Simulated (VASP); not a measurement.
Fe:

```
Fe
1.0
     2.32862    0.00000    0.00000
    -1.16431    2.01664    0.00000
     0.00000    0.00000    3.68253
Fe
2
Cartesian
  0.0000 1.3444 0.9206
  1.1643 0.6722 2.7619
```

This cell differs from its parent crystal: volume scaled by 0.88.

Base run:

| Quantity | Value |
| --- | --- |
| Program | VASP 6.6.1 |
| Functional | PBEsol |
| Potentials or basis | VASP PAW PBE potentials, release 64 (Fe) |
| Cutoff | 520 eV |
| k mesh | 17 × 17 × 9 |
| Occupations | fermi-dirac, width 0.1 eV |
| Spin | no spin polarisation |

Its results: band gap on the k mesh zero (band 8 reaches 9.91 eV, above the bottom of band 9 at 7.51 eV); pressure 54.5 GPa.

Problem. The run is repeated on the same cell with these changes: potentials or basis from VASP PAW PBE potentials, release 64 (Fe) to VASP PAW PBE potentials, release 64 (Fe_sv); cutoff from 520 eV to 600 eV; further incar settings from ALGO = Normal; EDIFF = 1e-07; NBANDS = 15 to ALGO = Normal; EDIFF = 1e-06; NBANDS = 23; valence electrons from 16 to 32. What comes out?

Solution. Band gap on the k mesh zero (band 16 reaches 18.08 eV, above the bottom of band 17 at 15.70 eV); pressure 49.9 GPa.

Caveats: the PAW data sets were made with another functional, which shifts forces and pressure a little; the run has no spin polarisation, though such a crystal can be magnetic.
